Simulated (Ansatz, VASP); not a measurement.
**Ge in VASP and in Ansatz**

```
Ge
1.0
     0.00000    2.88957    2.88957
     2.88957    0.00000    2.88957
     2.88957    2.88957    0.00000
Ge
2
Direct
  0.00000 0.00000 0.00000
  0.25000 0.25000 0.25000
```

Alike in both runs: task single point; functional HSE06; k mesh 4 × 4 × 4; occupations fermi-dirac, width 0.05 eV; no spin polarisation.

```csv
,VASP,Ansatz
version,VASP 6.6.1,Ansatz 0.2.0 development build
potentials or method,"VASP PAW PBE potentials, release 64 (Ge_d)",plane waves
plane-wave cutoff (eV),520,820
valence electrons in the cell,28,28
```

|  | VASP | Ansatz | Ansatz less VASP |
| --- | --- | --- | --- |
| gap on the k mesh at the Fermi level (eV) | 0.30 | 0.30 | -0.003 |

The k mesh is coarse, so the values compare programs but aren't converged.
